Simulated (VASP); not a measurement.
# LiNbO3: relaxation of cell and atoms with PBE

LiNbO3:

```
Li Nb O
1.0
     2.57580    1.48714    4.62300
    -2.57580    1.48714    4.62300
     0.00000   -2.97428    4.62300
Li Nb O
2 2 6
Direct
  0.71850 0.71850 0.71850
  0.21850 0.21850 0.21850
  0.99994 0.99994 0.99994
  0.49994 0.49994 0.49994
  0.28041 0.64164 0.88769
  0.64164 0.88769 0.28041
  0.88769 0.28041 0.64164
  0.38769 0.14164 0.78041
  0.78041 0.38769 0.14164
  0.14164 0.78041 0.38769
```

```json
{
  "Program": "VASP 6.6.1",
  "Task": "relaxation of cell and atoms",
  "Functional": "PBE",
  "Potentials or basis": "VASP PAW PBE potentials, release 64 (Li_sv, Nb_sv, O)",
  "Cutoff": "600 eV",
  "k mesh": "7 × 7 × 7",
  "Occupations": "gaussian, width 0.01 eV",
  "Spin": "no spin polarisation",
  "Dipole correction": "no",
  "Further INCAR settings": "ALGO = Normal; EDIFF = 1e-06; IBRION = 2; EDIFFG = -0.005; NSW = 80; ISIF = 3"
}
```

The relaxed volume is 10.85 Å³/atom, the relaxed cell is a = 5.542 Å, b = 5.542 Å, c = 5.542 Å, α = 55.75°, β = 55.75°, γ = 55.75° and the space group after relaxing (to 0.1 Å) is R3c (No. 161). The energy gained by relaxing is 2.9 meV/atom. The ionic steps are 11, the pressure after relaxing is 0.0 GPa and the largest force after relaxing is 0.005 eV/Å. The band gap on the k mesh is 3.53 eV (least direct gap 3.56 eV).

Forces on the atoms (eV/Å):
```
Li   0.000  0.000 -0.002
Li   0.000  0.000 -0.002
Nb   0.000  0.000  0.002
Nb   0.000  0.000  0.002
O    0.004 -0.003  0.000
O   -0.004 -0.002  0.000
O    0.001  0.005  0.000
O    0.004 -0.002  0.000
O   -0.001  0.005  0.000
O   -0.004 -0.003  0.000
```

The path:
```tsv
step	energy change (eV)	largest force (eV/Å)	pressure (GPa)	volume (Å³)
1	0.0000	0.1944	4.05	106.25
2	0.0205	0.4646	-4.72	110.43
3	-0.0240	0.1362	0.15	107.99
4	-0.0280	0.0444	0.04	108.37
5	-0.0285	0.0156	0.02	108.54
6	-0.0285	0.0183	0.00	108.55
7	-0.0285	0.0081	-0.04	108.56
8	-0.0286	0.0031	-0.07	108.57
9	-0.0286	0.0115	0.08	108.48
10	-0.0286	0.0054	0.01	108.53
11	-0.0286	0.0047	0.02	108.53
```

Final structure:
```yaml
crystal:
  lattice:
    - [2.59144, 1.49617, 4.66531]
    - [-2.59144, 1.49617, 4.66531]
    - [0.00000, -2.99233, 4.66531]
  atoms:
    - { symbol: Li, position: [0.71842, 0.71842, 0.71842] }
    - { symbol: Li, position: [0.21842, 0.21842, 0.21842] }
    - { symbol: Nb, position: [0.99977, 0.99977, 0.99977] }
    - { symbol: Nb, position: [0.49977, 0.49977, 0.49977] }
    - { symbol: O, position: [0.27894, 0.64155, 0.88950] }
    - { symbol: O, position: [0.64155, 0.88950, 0.27894] }
    - { symbol: O, position: [0.88950, 0.27894, 0.64155] }
    - { symbol: O, position: [0.38950, 0.14155, 0.77894] }
    - { symbol: O, position: [0.77894, 0.38950, 0.14155] }
    - { symbol: O, position: [0.14155, 0.77894, 0.38950] }
```

Levels at points of the mesh, in eV from the valence-band top:
| k point | band 32 | band 33 | band 34 | band 35 | band 36 | band 37 |
| --- | --- | --- | --- | --- | --- | --- |
| (0.00, 0.00, 0.00) | -0.51 | -0.01 | -0.01 | 3.55 | 3.55 | 4.01 |

Wall time 29 min on 1 thread of Intel(R) Xeon(R) Platinum 8488C (Sapphire Rapids), on a shared host, peak memory 0.44 GiB.

Caveat: the cutoff is under 1.25 times the usual one of these potentials, so pressure, stress and relaxed cells hold a basis-set (Pulay) error; an odd mesh through Γ misses points on the zone boundary, where band edges can lie. Zero-point motion and thermal expansion aren't in these numbers.
